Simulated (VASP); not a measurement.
A run of VASP 6.6.1 is set up as follows.

Contents of POSCAR:

```
SrVO3
1.0
    3.8658103568      0.0000000000      0.0000000000
    0.0000000000      3.8658103568      0.0000000000
    0.0000000000      0.0000000000      3.8658103568
Sr V O
1 1 3
Direct
    0.5000000000      0.5000000000      0.5000000000
    0.0000000000      0.0000000000      0.0000000000
    0.5000000000      0.0000000000      0.0000000000
    0.0000000000      0.5000000000      0.0000000000
    0.0000000000      0.0000000000      0.5000000000
```

Contents of INCAR.step1:

```
PREC = Accurate ; ENCUT = 520
ISMEAR = 0 ; SIGMA = 0.05
LREAL = False ; LASPH = True
NELM = 150 ; ISPIN = 2
MAGMOM = 0 0.9 0 0 0 ; LMAXMIX = 4
NBANDS = 32 ; GGA = PE
ALGO = Normal ; EDIFF = 1E-4
LWAVE = True ; LCHARG = False
```

INCAR.step2

```
PREC = Accurate ; ENCUT = 520
EDIFF = 1E-7 ; ISMEAR = 0
SIGMA = 0.05 ; LREAL = False
LASPH = True ; NELM = 150
ALGO = Normal ; ISIF = 2
LWAVE = False ; LCHARG = True
ISPIN = 2 ; MAGMOM = 0 0.9 0 0 0
LORBIT = 11 ; LMAXMIX = 4
METAGGA = R2SCAN ; LMIXTAU = True
LELF = True ; LVHAR = True
NBANDS = 32 ; ISTART = 1
```

File KPOINTS:

```
regular mesh
0
Gamma
  8 8 8
```

Potentials or basis: VASP PAW PBE potentials, release 64 (Sr_sv, V_sv, O).

Run with:

```sh
$ cat potpaw_PBE.64/Sr_sv/POTCAR potpaw_PBE.64/V_sv/POTCAR potpaw_PBE.64/O/POTCAR > POTCAR
$ cp INCAR.step1 INCAR
$ mpirun -np 1 vasp_std > vasp.out
$ cp INCAR.step2 INCAR
$ mpirun -np 1 vasp_std > vasp.out
```

(1) What does it give for the site moments?

(2) Estimate the pressure.

(3) What does it give for the net moment?

Results:

(1) Sr -0.00; V +0.16; O -0.00 μB.

(2) -4.7 GPa.

(3) 0.16 μB per cell.

Caveat: the cell stands under tension; the PAW data sets were made with another functional, which shifts forces and pressure a little.
